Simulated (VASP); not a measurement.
# GaN (Cm) in VASP: further runs

Runs on GaN. Level: PBE. Tasks: single point.

Program: VASP 6.6.1. These are calculated values, not measurements. Logs are shortened: lines on timing, memory, paths and dates and some standing lists are left out, and cuts for length are marked.

## Step 1: The cell of the first run

It takes space group Cm (No. 8, monoclinic). Conventional cell: a = 5.520 Å, b = 3.187 Å, c = 3.187 Å, α = 90.00°, β = 125.26°, γ = 90.00°. Within 2.5 Å of Ga (site symmetry m) lie 4 N at 1.87 to 2.03 Å. Within 2.5 Å of N (site symmetry m) lie 4 Ga at 1.87 to 2.03 Å.

## Step 2: Single point, PBE (all N atoms moved -0.100 Å, as atom 2 along Cartesian [1 -1 0])

Input file INCAR:

```
SYSTEM = GaN
PREC     = Accurate       ! precision mode
ENCUT    = 520            ! plane-wave cutoff, eV
EDIFF    = 1E-6           ! SCF threshold, eV
ISMEAR   = 0              ! smearing method
SIGMA    = 0.05           ! smearing width, eV
LREAL    = .FALSE.        ! projectors in reciprocal space
LASPH    = .TRUE.         ! aspherical terms in the spheres
NELM     = 60             ! most SCF steps
ALGO     = Normal         ! electronic algorithm
ISIF     = 2              ! what is computed and relaxed
LWAVE    = .FALSE.        ! write WAVECAR
LCHARG   = .TRUE.         ! write CHGCAR
GGA      = PE             ! functional
LELF     = .TRUE.         ! ELF
LVHAR    = .TRUE.       
NBANDS   = 16             ! bands
```

Input file KPOINTS:

```
regular mesh
0
G
  10 10 10
  0 0 0
```

Input file POSCAR:

```
GaN
1.0
    0.0000000000      2.2535006075      2.2535006075
    2.2535006075      0.0000000000      2.2535006075
    2.2535006075      2.2535006075      0.0000000000
Ga N
1 1
Direct
    0.0000000000      0.0000000000      0.0000000000
    0.7813781491      0.7186218509      0.7500000000
```

Potentials or basis: VASP PAW PBE potentials, release 64 (Ga_d, N).

Launch:

```sh
cat potpaw_PBE.64/Ga_d/POTCAR potpaw_PBE.64/N/POTCAR > POTCAR
mpirun -np 1 vasp_std > vasp.out
```

OUTCAR:

```text
SYSTEM = GaN
   PREC = Accurate
   ENCUT = 520
   EDIFF = 1E-6
   ISMEAR = 0
   LREAL = .FALSE.
   LASPH = .TRUE.
   NELM = 60
   ISIF = 2
   GGA = PE

 ion  position               nearest neighbor table
   1  0.000  0.000  0.000-   2 1.87   2 1.95   2 1.95   2 2.03
   2  0.781  0.719  0.750-   1 1.87   1 1.95   1 1.95   1 2.03

  LATTYP: Found a face centered cubic cell.
 ALAT       =     4.5070012150

  Lattice vectors:

 A1 = (   0.0000000000,   2.2535006075,   2.2535006075)
 A2 = (   2.2535006075,   0.0000000000,   2.2535006075)
 A3 = (   2.2535006075,   2.2535006075,   0.0000000000)

Analysis of symmetry for initial positions (statically):
=====================================================================
 Subroutine PRICEL returns:
 Original cell was already a primitive cell.

 Routine SETGRP: Setting up the symmetry group for a
 face centered cubic supercell.

 Subroutine GETGRP returns: Found  2 space group operations
 (whereof  2 operations were pure point group operations)
 out of a pool of 48 trial point group operations.

The static configuration has the point symmetry C_1h.

Analysis of symmetry for dynamics (positions and initial velocities):
=====================================================================
 Subroutine PRICEL returns:
 Original cell was already a primitive cell.

 Routine SETGRP: Setting up the symmetry group for a
 face centered cubic supercell.

 Subroutine GETGRP returns: Found  2 space group operations
 (whereof  2 operations were pure point group operations)
 out of a pool of 48 trial point group operations.

The dynamic configuration has the point symmetry C_1h.

 Subroutine INISYM returns: Found  2 space group operations
 (whereof  2 operations are pure point group operations),
 and found     1 'primitive' translations

----------------------------------------------------------------------------------------

                                     Primitive cell

  volume of cell :      22.8877

  direct lattice vectors                    reciprocal lattice vectors
     0.000000000  2.253500607  2.253500607    -0.221877020  0.221877020  0.221877020
     2.253500607  0.000000000  2.253500607     0.221877020 -0.221877020  0.221877020
     2.253500607  2.253500607  0.000000000     0.221877020  0.221877020 -0.221877020

  length of vectors
     3.186931122  3.186931122  3.186931122     0.384302272  0.384302272  0.384302272

  position of ions in fractional coordinates (direct lattice)
     0.000000000  0.000000000  0.000000000
     0.781378149  0.718621851  0.750000000

  ion indices of the primitive-cell ions
   primitive index   ion index
                 1           1
                 2           2

----------------------------------------------------------------------------------------

 KPOINTS: regular mesh

Automatic generation of k-mesh.
 Grid dimensions read from file:
 generate k-points for:   10   10   10

 Generating k-lattice:

  Cartesian coordinates                     Fractional coordinates (reciprocal lattice)
    -0.022187702  0.022187702  0.022187702     0.100000000  0.000000000  0.000000000
     0.022187702 -0.022187702  0.022187702     0.000000000  0.100000000  0.000000000
     0.022187702  0.022187702 -0.022187702     0.000000000  0.000000000  0.100000000

  Length of vectors
     0.038430227  0.038430227  0.038430227

  Shift w.r.t. Gamma in fractional coordinates (k-lattice)
     0.000000000  0.000000000  0.000000000

 Subroutine IBZKPT returns following result:
 ===========================================

 Found    282 irreducible k-points:

 Following reciprocal coordinates:
            Coordinates               Weight
  0.000000  0.000000  0.000000      1.000000
  0.100000  0.000000  0.000000      2.000000
  0.000000  0.100000  0.000000      2.000000
  0.000000  0.000000  0.100000      4.000000
  0.200000  0.000000  0.000000      2.000000
  0.000000  0.200000  0.000000      2.000000
[... 16 lines left out ...]
  0.200000  0.100000  0.200000      4.000000
  0.100000  0.200000  0.000000      2.000000
 [... further k-points ...]
   k-points           NKPTS =    282   k-points in BZ     NKDIM =    282   number of bands    NBANDS=     16
   number of dos      NEDOS =    301   number of ions     NIONS =      2
   total plane-waves  NPLWV =  13824
   dimension x,y,z NGX =    24 NGY =   24 NGZ =   24
   dimension x,y,z NGXF=    48 NGYF=   48 NGZF=   48
   ions per type =               1   1
   NGX,Y,Z   is equivalent  to a cutoff of  12.52, 12.52, 12.52 a.u.
   NGXF,Y,Z  is equivalent  to a cutoff of  25.04, 25.04, 25.04 a.u.
 SYSTEM =  GaN
   PREC   = accura    normal or accurate (medium, high low for compatibility)
   ISTART =      0    job   : 0-new  1-cont  2-samecut
   ICHARG =      2    charge: 1-file 2-atom 10-const
   ISPIN  =      1    spin polarized calculation?
   LNONCOLLINEAR =      F non collinear calculations
   LSORBIT =      F    spin-orbit coupling
   LASPH  =      T    aspherical Exc in radial PAW
   ENCUT  =  520.0 eV  38.22 Ry    6.18 a.u.   5.93  5.93  5.93*2*pi/ulx,y,z
   NELM   =     60;   NELMIN=  2; NELMDL= -5     # of ELM steps
   EDIFF  = 0.1E-05   stopping-criterion for ELM
   LREAL  =      F    real-space projection
   EDIFFG = 0.1E-04   stopping-criterion for IOM
   NSW    =      0    number of steps for IOM
   IBRION =     -1    ionic relax: 0-MD 1-quasi-New 2-CG
   NFREE  =      0    steps in history (QN), initial steepest desc. (CG)
   ISIF   =      2    stress and relaxation
   ISYM   =      2    0-nonsym 1-usesym 2-fastsym
   POTIM  = 0.5000    time-step for ionic-motion
   TEBEG  =    0.0;   TEEND  =   0.0 temperature during run
   PSTRESS=    0.0 pullay stress
   NELECT =      18.0000    total number of electrons
   NUPDOWN=      -1.0000    fix difference up-down
   EMIN   =  10.00;   EMAX   =-10.00  energy-range for DOS
   EFERMI =   0.00;   METHOD = LEGACY
   ISMEAR =     0;   SIGMA  =   0.05  broadening in eV -4-tet -1-fermi 0-gaus
   EFERMI_NEDOS =   21; number of points for ismear=-14 and -15
   IALGO  =     38    algorithm
   IMIX   =      4    mixing-type and parameters
     AMIX     =   0.40;   BMIX     =  1.00
     AMIX_MAG =   1.60;   BMIX_MAG =  1.00
  volume/ion in A,a.u.               =      11.44        77.23
  Fermi-wavevector in a.u.,A,eV,Ry     =   1.511117  2.855596 31.068543  2.283473
  Thomas-Fermi vector in A             =   2.621216
   LORBIT       =      0    0 simple, 1 ext, 2 COOP (PROOUT), +10 PAW based schemes
   GGA     = PE    functional components
   LHFCALC =     F    Hartree Fock is set to
   AEXX    =    0.0000 exact exchange contribution
   IVDW    =     0    specifies the selected vdW correction
   LEPSILON=     F    determine dielectric tensor
   LRPA    =     F    only Hartree local field effects (RPA)
 non-spin polarized calculation
 Gauss-broadening in eV      SIGMA  =   0.05
  energy-cutoff  :      520.00
  volume of cell :       22.89
 maximum number of plane-waves:       636
   NGX = 11   NGY = 11   NGZ = 11

 number of electron      18.0000003 magnetization

 Free energy of the ion-electron system (eV)
  ---------------------------------------------------
  ext. energy  EPLUGINS =         0.00000000
  ---------------------------------------------------
  free energy    TOTEN  =       -12.08146895 eV

  energy without entropy =      -12.08146895  energy(sigma->0) =      -12.08146895

 E-fermi :   5.7648     XC(G=0): -11.6667

 val. band max:        5.4515350987   @ k =   0.0000   0.0000   0.0000
 cond. band min:       7.0087126193   @ k =   0.0000   0.0000   0.0000
 fundamental gap:      1.5571775207
 Fermi energy:         5.7648438229

 k-point     1 :       0.0000    0.0000    0.0000
  band No.  band energies     occupation
      1     -10.6884      2.00000
      2      -8.2001      2.00000
      3      -8.1747      2.00000
      4      -8.1366      2.00000
      5      -7.8614      2.00000
      6      -7.8581      2.00000
[... 8 lines left out ...]
     15      23.8965      0.00000
     16      24.1396      0.00000

 k-point     2 :       0.1000    0.0000    0.0000
  band No.  band energies     occupation
      1     -10.5846      2.00000
      2      -8.1909      2.00000
      3      -8.1633      2.00000
      4      -8.0901      2.00000
      5      -7.8627      2.00000
      6      -7.8590      2.00000
[... 8 lines left out ...]
     15      22.9025      0.00000
     16      22.9759      0.00000

 k-point     3 :       0.0000    0.1000    0.0000
  band No.  band energies     occupation
      1     -10.5738      2.00000
      2      -8.1741      2.00000
      3      -8.1586      2.00000
      4      -8.1122      2.00000
      5      -7.8624      2.00000
      6      -7.8597      2.00000
[... 8 lines left out ...]
     15      22.7624      0.00000
     16      22.8976      0.00000

 k-point     4 :       0.0000    0.0000    0.1000
  band No.  band energies     occupation
      1     -10.5792      2.00000
      2      -8.1909      2.00000
      3      -8.1542      2.00000
      4      -8.0996      2.00000
      5      -7.8627      2.00000
      6      -7.8594      2.00000
[... 8 lines left out ...]
     15      22.8348      0.00000
     16      22.9387      0.00000
[... 324 lines left out ...]
 k-point    22 :       0.1000    0.1000   -0.1000
  band No.  band energies     occupation
      1     -10.3225      2.00000
      2      -8.1538      2.00000
      3      -8.1193      2.00000
      4      -7.9895      2.00000
      5      -7.8632      2.00000
      6      -7.8460      2.00000
[... 8 lines left out ...]
     15      23.8782      0.00000
     16      24.0128      0.00000

 k-point    23 :       0.2000    0.1000    0.2000
  band No.  band energies     occupation
      1     -10.3292      2.00000
      2      -8.1703      2.00000
      3      -8.1075      2.00000
      4      -7.9888      2.00000
      5      -7.8592      2.00000
      6      -7.8447      2.00000
[... 8 lines left out ...]
     15      23.9498      0.00000
     16      24.0494      0.00000

 k-point    24 :       0.1000    0.2000    0.0000
  band No.  band energies     occupation
      1     -10.3086      2.00000
      2      -8.1259      2.00000
      3      -8.1099      2.00000
      4      -8.0198      2.00000
      5      -7.8701      2.00000
      6      -7.8452      2.00000
[... 8 lines left out ...]
     15      23.8105      0.00000
     16      23.8995      0.00000

 [... further k-points ...]
[... 5 lines left out ...]
  --------------------------------------------------------------------------------------
  -------------------------------------------------------------------------------------
  Total        0.8335575      0.8335575      0.9333100     -0.1855400     -0.6139654      0.6139656
  in kB       58.3503035     58.3503035     65.3331280    -12.9880874    -42.9785164     42.9785324
  external PRESSURE =      60.6779117 kB  Pullay stress =       0.0000000 kB

 VOLUME and BASIS-vectors are now :
 -----------------------------------------------------------------------------
  energy-cutoff  :      520.00
  volume of cell :       22.89
      direct lattice vectors                 reciprocal lattice vectors
     0.000000000  2.253500607  2.253500607    -0.221877020  0.221877020  0.221877020
     2.253500607  0.000000000  2.253500607     0.221877020 -0.221877020  0.221877020
     2.253500607  2.253500607  0.000000000     0.221877020  0.221877020 -0.221877020

 POSITION                                       TOTAL-FORCE (eV/Angst)
 -----------------------------------------------------------------------------------
      0.00000      0.00000      0.00000        -0.880346      0.880346     -0.269601
      3.30954      3.45096      3.38025         0.880346     -0.880346      0.269601
 -----------------------------------------------------------------------------------
    total drift:                                0.000048     -0.000052      0.000083

  FREE ENERGIE OF THE ION-ELECTRON SYSTEM (eV)
  ---------------------------------------------------
  free  energy   TOTEN  =       -12.0814689535 eV

  energy  without entropy=      -12.0814689535  energy(sigma->0) =      -12.08146895
```

Run time: 65 s. Hardware: 1 thread of AMD EPYC 7R13 (Zen 3), shared host; peak memory 0.19 GiB.

Results:

```yaml
Free_energy: -12.0815 eV
Pressure: 6.1 GPa
Largest_force: 1.274 eV/Å
Band_gap_on_the_k_mesh: 1.56 eV
```

Forces on the atoms (eV/Å):
```
Ga  -0.880  0.880 -0.270
N    0.880 -0.880  0.270
```

Caveat: the cell differs from its parent crystal (all N atoms moved -0.100 Å, as atom 2 along Cartesian [1 -1 0]); the cell stands under pressure; forces of over 1 eV/Å act on the atoms, so gaps and moduli don't describe the material at rest.

## Step 3: Single point, PBE (all N atoms moved +0.075 Å, as atom 2 along Cartesian [1 -1 0])

Input file INCAR:

```
ALGO = Normal
EDIFF = 1E-6
ENCUT = 520
GGA = PE
ISIF = 2
ISMEAR = 0
LASPH = True
LCHARG = True
LELF = True
LREAL = False
LVHAR = True
LWAVE = False
NBANDS = 16
NELM = 80
PREC = Accurate
SIGMA = 0.05
```

Input file KPOINTS:

```
k-points
0
Gamma
  10 10 10
```

POSCAR: that of step 2 with these lines changed.

```diff
@@ -9,2 +9,2 @@
     0.0000000000      0.0000000000      0.0000000000
-    0.7813781491      0.7186218509      0.7500000000
+    0.7264663882      0.7735336118      0.7500000000
```

Potentials or basis: VASP PAW PBE potentials, release 64 (Ga_d, N).

Launch:

```sh
cat potpaw_PBE.64/Ga_d/POTCAR potpaw_PBE.64/N/POTCAR > POTCAR
mpirun -np 1 vasp_std > vasp.out
```

Wall time 64 s (1 thread of AMD EPYC 7R13 (Zen 3), shared host); peak memory 0.19 GiB.

The run converged. Its results:

| Quantity | Value |
| --- | --- |
| Free energy | -12.1086 eV |
| Pressure | 5.6 GPa |
| Largest force | 0.939 eV/Å |
| Band gap on the k mesh | 1.59 eV |

Forces in eV/Å, atoms in the order of the input:
```
Ga   0.656 -0.656 -0.151
N   -0.656  0.656  0.151
```

Stress tensor (GPa, compression positive):
```
 5.51 -0.73 -3.19
-0.73  5.51  3.19
-3.19  3.19  5.90
```

Levels at points of the mesh, in eV from the valence-band top:
| k point | band 7 | band 8 | band 9 | band 10 | band 11 | band 12 |
| --- | --- | --- | --- | --- | --- | --- |
| (0.00, 0.00, 0.00) | -0.29 | -0.13 | 0.00 | 1.59 | 10.08 | 10.16 |
| (0.50, 0.00, 0.00) | -7.37 | -1.22 | -0.98 | 4.60 | 8.61 | 10.11 |
| (0.00, 0.50, 0.00) | -6.97 | -1.22 | -0.98 | 4.41 | 8.55 | 9.91 |
| (0.00, 0.00, 0.50) | -7.17 | -1.31 | -0.89 | 4.50 | 8.58 | 9.86 |
| (0.50, 0.50, 0.00) | -6.27 | -2.84 | -2.80 | 3.20 | 6.50 | 11.56 |
| (0.00, 0.50, 0.50) | -6.26 | -2.90 | -2.76 | 3.21 | 6.52 | 11.56 |

Caveat: the cell differs from its parent crystal (all N atoms moved +0.075 Å, as atom 2 along Cartesian [1 -1 0]); the cell stands under pressure.
